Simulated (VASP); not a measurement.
# Ti (Pm-3m) in VASP: further runs, part 2 of 2

VASP 6.6.1. The steps go on from the part before.

## 4. Single point, PBEsol

This run uses another cell than the first one, of 14.71 Å³/atom, 1.212 times its volume.

INCAR

```
SYSTEM = Ti
PREC = Accurate
ENCUT = 520
EDIFF = 1E-6
ISMEAR = 1
SIGMA = 0.1
LREAL = .False.
LASPH = .True.
NELM = 80
ALGO = Normal
ISIF = 2
LWAVE = .False.
LCHARG = .True.
GGA = PS
LELF = .True.
LVHAR = .True.
NBANDS = 12
```

KPOINTS

```
Automatic mesh
0
Gamma
  9 9 9
  0 0 0
```

POSCAR

```
Ti
1.0
    2.4501105485      0.0000000000      0.0000000000
    0.0000000000      2.4501105485      0.0000000000
    0.0000000000      0.0000000000      2.4501105485
Ti
1
Direct
    0.0000000000      0.0000000000      0.0000000000
```

Potentials or basis: VASP PAW PBE potentials, release 64 (Ti_sv).

The run is started by

```
$ cat potpaw_PBE.64/Ti_sv/POTCAR > POTCAR
$ mpirun -np 1 vasp_std > vasp.out
```

OUTCAR:

```text
SYSTEM = Ti
   PREC = Accurate
   ENCUT = 520
   EDIFF = 1E-6
   ISMEAR = 1
   LREAL = .False.
   LASPH = .True.
   NELM = 80
   ISIF = 2
   GGA = PS

 ion  position               nearest neighbor table
   1  0.000  0.000  0.000-

  LATTYP: Found a simple cubic cell.
 ALAT       =     2.4501105485

  Lattice vectors:

 A1 = (   2.4501105485,   0.0000000000,   0.0000000000)
 A2 = (   0.0000000000,   2.4501105485,   0.0000000000)
 A3 = (   0.0000000000,   0.0000000000,   2.4501105485)

Analysis of symmetry for initial positions (statically):
=====================================================================
 Subroutine PRICEL returns:
 Original cell was already a primitive cell.

 Routine SETGRP: Setting up the symmetry group for a
 simple cubic supercell.

 Subroutine GETGRP returns: Found 48 space group operations
 (whereof 48 operations were pure point group operations)
 out of a pool of 48 trial point group operations.

The static configuration has the point symmetry O_h .

Analysis of symmetry for dynamics (positions and initial velocities):
=====================================================================
 Subroutine PRICEL returns:
 Original cell was already a primitive cell.

 Routine SETGRP: Setting up the symmetry group for a
 simple cubic supercell.

 Subroutine GETGRP returns: Found 48 space group operations
 (whereof 48 operations were pure point group operations)
 out of a pool of 48 trial point group operations.

The dynamic configuration has the point symmetry O_h .

 Subroutine INISYM returns: Found 48 space group operations
 (whereof 48 operations are pure point group operations),
 and found     1 'primitive' translations

----------------------------------------------------------------------------------------

                                     Primitive cell

  volume of cell :      14.7081

  direct lattice vectors                    reciprocal lattice vectors
     2.450110549  0.000000000  0.000000000     0.408144849  0.000000000  0.000000000
     0.000000000  2.450110549  0.000000000     0.000000000  0.408144849  0.000000000
     0.000000000  0.000000000  2.450110549     0.000000000  0.000000000  0.408144849

  length of vectors
     2.450110549  2.450110549  2.450110549     0.408144849  0.408144849  0.408144849

  position of ions in fractional coordinates (direct lattice)
     0.000000000  0.000000000  0.000000000

  ion indices of the primitive-cell ions
   primitive index   ion index
                 1           1

----------------------------------------------------------------------------------------

 KPOINTS: Automatic mesh

Automatic generation of k-mesh.
 Grid dimensions read from file:
 generate k-points for:    9    9    9

 Generating k-lattice:

  Cartesian coordinates                     Fractional coordinates (reciprocal lattice)
     0.045349428  0.000000000  0.000000000     0.111111111  0.000000000  0.000000000
     0.000000000  0.045349428  0.000000000     0.000000000  0.111111111  0.000000000
     0.000000000  0.000000000  0.045349428     0.000000000  0.000000000  0.111111111

  Length of vectors
     0.045349428  0.045349428  0.045349428

  Shift w.r.t. Gamma in fractional coordinates (k-lattice)
     0.000000000  0.000000000  0.000000000

 Subroutine IBZKPT returns following result:
 ===========================================

 Found     35 irreducible k-points:

 Following reciprocal coordinates:
            Coordinates               Weight
  0.000000  0.000000  0.000000      1.000000
  0.111111  0.000000  0.000000      6.000000
  0.222222  0.000000  0.000000      6.000000
  0.333333  0.000000  0.000000      6.000000
  0.444444  0.000000  0.000000      6.000000
  0.111111  0.111111  0.000000     12.000000
[... 16 lines left out ...]
  0.333333  0.333333  0.111111     24.000000
  0.444444  0.333333  0.111111     48.000000
 [... further k-points ...]
   k-points           NKPTS =     35   k-points in BZ     NKDIM =     35   number of bands    NBANDS=     12
   number of dos      NEDOS =    301   number of ions     NIONS =      1
   total plane-waves  NPLWV =   5832
   dimension x,y,z NGX =    18 NGY =   18 NGZ =   18
   dimension x,y,z NGXF=    36 NGYF=   36 NGZF=   36
   ions per type =               1
   NGX,Y,Z   is equivalent  to a cutoff of  12.21, 12.21, 12.21 a.u.
   NGXF,Y,Z  is equivalent  to a cutoff of  24.43, 24.43, 24.43 a.u.
 SYSTEM =  Ti
   PREC   = accura    normal or accurate (medium, high low for compatibility)
   ISTART =      0    job   : 0-new  1-cont  2-samecut
   ICHARG =      2    charge: 1-file 2-atom 10-const
   ISPIN  =      1    spin polarized calculation?
   LNONCOLLINEAR =      F non collinear calculations
   LSORBIT =      F    spin-orbit coupling
   LASPH  =      T    aspherical Exc in radial PAW
   ENCUT  =  520.0 eV  38.22 Ry    6.18 a.u.   4.56  4.56  4.56*2*pi/ulx,y,z
   NELM   =     80;   NELMIN=  2; NELMDL= -5     # of ELM steps
   EDIFF  = 0.1E-05   stopping-criterion for ELM
   LREAL  =      F    real-space projection
[... 7 lines left out ...]
   TEBEG  =    0.0;   TEEND  =   0.0 temperature during run
   PSTRESS=    0.0 pullay stress
   NELECT =      12.0000    total number of electrons
   NUPDOWN=      -1.0000    fix difference up-down
   EMIN   =  10.00;   EMAX   =-10.00  energy-range for DOS
   EFERMI =   0.00;   METHOD = LEGACY
   ISMEAR =     1;   SIGMA  =   0.10  broadening in eV -4-tet -1-fermi 0-gaus
   EFERMI_NEDOS =   21; number of points for ismear=-14 and -15
   IALGO  =     38    algorithm
   IMIX   =      4    mixing-type and parameters
     AMIX     =   0.40;   BMIX     =  1.00
     AMIX_MAG =   1.60;   BMIX_MAG =  1.00
  volume/ion in A,a.u.               =      14.71        99.26
  Fermi-wavevector in a.u.,A,eV,Ry     =   1.529735  2.890780 31.838850  2.340089
  Thomas-Fermi vector in A             =   2.637315
   LORBIT       =      0    0 simple, 1 ext, 2 COOP (PROOUT), +10 PAW based schemes
   GGA     = PS    functional components
   LHFCALC =     F    Hartree Fock is set to
   AEXX    =    0.0000 exact exchange contribution
   IVDW    =     0    specifies the selected vdW correction
   LEPSILON=     F    determine dielectric tensor
   LRPA    =     F    only Hartree local field effects (RPA)
 non-spin polarized calculation
 Methfessel and Paxton  Order N= 1 SIGMA  =   0.10
  energy-cutoff  :      520.00
  volume of cell :       14.71
 maximum number of plane-waves:       413
   NGX =  9   NGY =  9   NGZ =  9

 number of electron      12.0000011 magnetization

 Free energy of the ion-electron system (eV)
  ---------------------------------------------------
  ext. energy  EPLUGINS =         0.00000000
  ---------------------------------------------------
  free energy    TOTEN  =        -7.37354248 eV

  energy without entropy =       -7.37159489  energy(sigma->0) =       -7.37289328

 E-fermi :   9.9502     XC(G=0): -12.3486

 val. band max:        9.7371501622   @ k =   0.4444   0.4444   0.0000
 cond. band min:       9.9570740049   @ k =   0.4444   0.3333   0.1111
 fundamental gap:      0.2199238427
 Fermi energy:         9.9502022790

 k-point     1 :       0.0000    0.0000    0.0000
  band No.  band energies     occupation
      1     -46.3069      2.00000
      2     -21.7454      2.00000
      3     -21.7454      2.00000
      4     -21.7454      2.00000
      5       3.7241      2.00000
      6       8.0486      2.00000
      7       8.0486      2.00000
      8      14.8568      0.00000
      9      14.8568      0.00000
     10      14.8568      0.00000
     11      28.1272      0.00000
     12      28.1272      0.00000

 k-point     2 :       0.1111    0.0000    0.0000
  band No.  band energies     occupation
      1     -46.2751      2.00000
      2     -21.9509      2.00000
      3     -21.7278      2.00000
      4     -21.7278      2.00000
      5       4.1105      2.00000
      6       8.1495      2.00000
      7       8.3853      2.00000
      8      14.4932      0.00000
      9      14.4932      0.00000
     10      14.8840      0.00000
     11      25.9302      0.00000
     12      28.7499      0.00000
[... 316 lines left out ...]
 k-point    24 :       0.4444    0.3333    0.1111
  band No.  band energies     occupation
      1     -45.8095      2.00000
      2     -23.1114      2.00000
      3     -22.7333      2.00000
      4     -21.6708      2.00000
      5       6.9826      2.00000
      6       9.9571      0.88400
      7      11.6658     -0.00000
      8      12.0992      0.00000
      9      13.8597      0.00000
     10      16.1691      0.00000
     11      19.5062      0.00000
     12      24.7957      0.00000

 [... further k-points ...]
[... 5 lines left out ...]
  --------------------------------------------------------------------------------------
  -------------------------------------------------------------------------------------
  Total        1.8294276      1.8294276      1.8294276      0.0000000      0.0000000      0.0000000
  in kB      199.2823190    199.2823190    199.2823190      0.0000000      0.0000000      0.0000000
  external PRESSURE =     199.2823190 kB  Pullay stress =       0.0000000 kB

 VOLUME and BASIS-vectors are now :
 -----------------------------------------------------------------------------
  energy-cutoff  :      520.00
  volume of cell :       14.71
      direct lattice vectors                 reciprocal lattice vectors
     2.450110549  0.000000000  0.000000000     0.408144849  0.000000000  0.000000000
     0.000000000  2.450110549  0.000000000     0.000000000  0.408144849  0.000000000
     0.000000000  0.000000000  2.450110549     0.000000000  0.000000000  0.408144849

 POSITION                                       TOTAL-FORCE (eV/Angst)
 -----------------------------------------------------------------------------------
      0.00000      0.00000      0.00000         0.000000      0.000000      0.000000
 -----------------------------------------------------------------------------------
    total drift:                                0.000000      0.000000      0.000000

  FREE ENERGIE OF THE ION-ELECTRON SYSTEM (eV)
  ---------------------------------------------------
  free  energy   TOTEN  =        -7.3735424763 eV

  energy  without entropy=       -7.3715948940  energy(sigma->0) =       -7.37289328
```

OSZICAR:

```text
N       E                     dE             d eps       ncg     rms          rms(c)
DAV:   1     0.846551374247E+02    0.84655E+02   -0.67675E+03   848   0.124E+03
DAV:   2    -0.381941170711E+01   -0.88475E+02   -0.85404E+02   856   0.293E+02
DAV:   3    -0.779169232879E+01   -0.39723E+01   -0.38729E+01  1180   0.631E+01
DAV:   4    -0.784960967099E+01   -0.57917E-01   -0.57888E-01   924   0.682E+00
DAV:   5    -0.785051478865E+01   -0.90512E-03   -0.90510E-03  1044   0.806E-01    0.105E+01
DAV:   6    -0.734058643191E+01    0.50993E+00   -0.11541E+00   892   0.156E+01    0.363E+00
DAV:   7    -0.735209613208E+01   -0.11510E-01   -0.83008E-02  1108   0.338E+00    0.170E+00
DAV:   8    -0.737408599885E+01   -0.21990E-01   -0.59993E-02   896   0.277E+00    0.126E-01
DAV:   9    -0.737357411786E+01    0.51188E-03   -0.52266E-03   988   0.879E-01    0.127E-01
DAV:  10    -0.737355103219E+01    0.23086E-04   -0.66804E-04   884   0.260E-01    0.461E-02
DAV:  11    -0.737354166093E+01    0.93713E-05   -0.54490E-05   940   0.972E-02    0.785E-03
DAV:  12    -0.737354247632E+01   -0.81538E-06   -0.22293E-06   864   0.144E-02
   1 F= -.73735425E+01 E0= -.73728933E+01  d E =-.194758E-02
```

Wall time 3.1 s (1 thread of Intel Xeon 6975P-C, shared host); peak memory 0.12 GiB.

What came out:

| Item | Value |
| --- | --- |
| Free energy | -7.3735 eV |
| Pressure | 19.9 GPa |
| Band gap on the k mesh | zero (band 6 reaches 10.40 eV, above the bottom of band 7 at 8.05 eV) |

Caveat: the PAW data sets were made with another functional, which shifts forces and pressure a little.

## 5. Overview

```csv
cell,gap on the mesh (eV),pressure (GPa)
"a = 2.298 Å, 1 atom",none,60.3
"a = 2.361 Å, 1 atom",none,39.8
"a = 2.450 Å, 1 atom",none,19.9
```

Alike in all rows: task single point; level PBEsol; potentials or basis VASP PAW PBE potentials, release 64 (Ti_sv); no spin polarisation; k mesh 9 × 9 × 9; cutoff (eV) 520; smearing methfessel-paxton 0.1 eV.

Caveats: the PAW data sets were made with another functional, which shifts forces and pressure a little.

Total energies depend on the potentials used, so only differences within one code and one set of settings carry meaning.
